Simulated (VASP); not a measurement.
Write the native input for VASP 6.6.1 that does the following.

* Task: single point
* Functional: HSE06
* Potentials or basis: VASP PAW PBE potentials, release 64 (Rb_sv, Cl)
* Cutoff: 400 eV
* k mesh: 4 × 4 × 4
* Occupations: gaussian, width 0.01 eV
* Spin: no spin polarisation
* Dipole correction: no
* Grid for exact exchange (PRECFOCK): Normal
* Further INCAR settings: ALGO = Normal; EDIFF = 1e-06; NBANDS = 15
* Share of exact exchange: 0.25
* Screening parameter: 0.2079 1/Å

Crystal: RbCl.

```
Rb Cl
1.0
     0.00000    3.30573    3.30573
     3.30573    0.00000    3.30573
     3.30573    3.30573    0.00000
Rb Cl
1 1
Cartesian
  0.0000 0.0000 0.0000
  3.3057 3.3057 3.3057
```

The input as run:

POSCAR

```
RbCl
1.0
    0.0000000000      3.3057264435      3.3057264435
    3.3057264435      0.0000000000      3.3057264435
    3.3057264435      3.3057264435      0.0000000000
Rb Cl
1 1
Direct
    0.0000000000      0.0000000000      0.0000000000
    0.5000000000      0.5000000000      0.5000000000
```

INCAR.step1

```
ALGO = Normal ; EDIFF = 1E-5
ENCUT = 400 ; GGA = PE
GGA_COMPAT = F ; ISIF = 2
ISMEAR = 0 ; LASPH = T
LCHARG = F ; LREAL = F
LWAVE = T ; NBANDS = 15
NELM = 120 ; PREC = Accurate
SIGMA = 0.01
```

INCAR.step2

```
ALGO = Normal ; EDIFF = 1E-6
ENCUT = 400 ; GGA = PE
GGA_COMPAT = F ; HFSCREEN = 0.2079
ISIF = 2 ; ISMEAR = 0
ISTART = 1 ; LASPH = T
LCHARG = F ; LHFCALC = T
LREAL = F ; LWAVE = F
NBANDS = 15 ; NELM = 120
PREC = Accurate ; PRECFOCK = Normal
SIGMA = 0.01
```

KPOINTS

```
k-points
0
Gamma
  4 4 4
```

Potentials or basis: VASP PAW PBE potentials, release 64 (Rb_sv, Cl).

The run is started by

```bash
$ cat potpaw_PBE.64/Rb_sv/POTCAR potpaw_PBE.64/Cl/POTCAR > POTCAR
$ cp INCAR.step1 INCAR
$ mpirun -np 1 vasp_std > vasp.out
$ cp INCAR.step2 INCAR
$ mpirun -np 1 vasp_std > vasp.out
```

It gave:

The pressure is 0.3 GPa and the band gap on the k mesh is 6.25 eV.

Caveat: the PAW data sets were made with another functional, which shifts forces and pressure a little.

It took 8.6 min on 1 thread of AMD EPYC 7R43 64-Core Processor (Zen 3), on a shared host, peak memory 0.23 GiB.
